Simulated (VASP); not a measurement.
## Ta: single point with PBE

The system is Ta.

```
CELL_PARAMETERS angstrom
0.00000 1.97713 1.97713
1.97713 0.00000 1.97713
1.97713 1.97713 0.00000
ATOMIC_POSITIONS crystal
Ta 0.00000 0.00000 0.00000
```

* Program: VASP 6.6.1
* Task: single point
* Functional: PBE
* Potentials or basis: VASP PAW PBE potentials, release 64 (Ta_pv)
* Cutoff: 520 eV
* k mesh: 17 × 17 × 17
* Occupations: fermi-dirac, width 0.08 eV
* Spin: no spin polarisation

```json
{
 "Pressure": "54.5 GPa"
}
```

Levels at points of the mesh, in eV from the Fermi level:
| k point | band 1 | band 2 | band 3 | band 4 | band 5 | band 6 | band 7 | band 8 | band 9 | band 10 |
| --- | --- | --- | --- | --- | --- | --- | --- | --- | --- | --- |
| (0.00, 0.00, 0.00) | -32.93 | -32.93 | -32.93 | -8.95 | 0.28 | 0.28 | 0.28 | 4.17 | 4.17 | 12.98 |

It took 14 s on 1 thread of Intel(R) Xeon(R) Platinum 8375C CPU @ 2.90GHz (Ice Lake) (shared host), peak memory 0.16 GiB.

Caveat: spin-orbit coupling is left out, which moves the levels of the heavy elements.
